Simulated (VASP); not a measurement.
A run of VASP 6.6.1 is set up as follows.

Contents of INCAR:

```
PREC     = Accurate       # precision mode
ENCUT    = 520            # plane-wave cutoff, eV
EDIFF    = 1E-7           # SCF threshold, eV
ISMEAR   = 0              # smearing method
SIGMA    = 0.1            # smearing width, eV
LREAL    = False          # projectors in reciprocal space
LASPH    = True           # aspherical terms in the spheres
NELM     = 60             # most SCF steps
ALGO     = Fast           # electronic algorithm
ISIF     = 2              # what is computed and relaxed
LWAVE    = False          # write WAVECAR
LCHARG   = False          # write CHGCAR
GGA      = PE             # functional
NBANDS   = 12             # bands
```

The input KPOINTS:

```
Automatic mesh
0
Gamma
  16 16 16
```

Contents of POSCAR:

```
In
1.0
   -1.8706723348      1.8706723348      1.8706723348
    1.8706723348     -1.8706723348      1.8706723348
    1.8706723348      1.8706723348     -1.8706723348
In
1
Direct
    0.0000000000      0.0000000000      0.0000000000
```

Potentials or basis: VASP PAW PBE potentials, release 64 (In_d).

Launch:

```console
$ cat potpaw_PBE.64/In_d/POTCAR > POTCAR
$ mpirun -np 1 vasp_std > vasp.out
```

(1) Predict the pressure.

## Answers

(1) 2.4 GPa.
